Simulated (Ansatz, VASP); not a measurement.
**Two plane-wave programs on Pd**

```
Pd
1.0
     0.00000    1.99352    1.94490
     1.99352    0.00000    1.94490
     1.99352    1.99352    0.00000
Pd
1
Direct
  0.00000 0.00000 0.00000
```

Change from the starting cell: strain +0.025 along x and y, +0.000 along z, atoms carried along.

Alike in both runs: task single point; functional PBE; k mesh 20 × 20 × 20; occupations gaussian, width 0.15 eV; no spin polarisation.

|  | VASP | Ansatz |
| --- | --- | --- |
| version | VASP 6.6.1 | Ansatz 0.2.0 |
| potentials or method | VASP PAW PBE potentials, release 64 (Pd), cutoff 520 eV | scalar-relativistic, plane waves, PAW |
| valence electrons in the cell | 10 | 18 |

|  | VASP | Ansatz | Ansatz less VASP |
| --- | --- | --- | --- |
| gap on the k mesh at the Fermi level (eV) | none | none | - |
| pressure (GPa) | -1.6 | -1.3 | +0.26 |
| traceless stress, the component that is largest in VASP (GPa) | 0.67 | 0.67 | +0.004 |

A gap of «none» marks a metal or a gap that the smearing closes. VASP's potentials hold 10 valence electrons a cell and Ansatz's 18, so a difference there can come from the potentials and not from the codes.
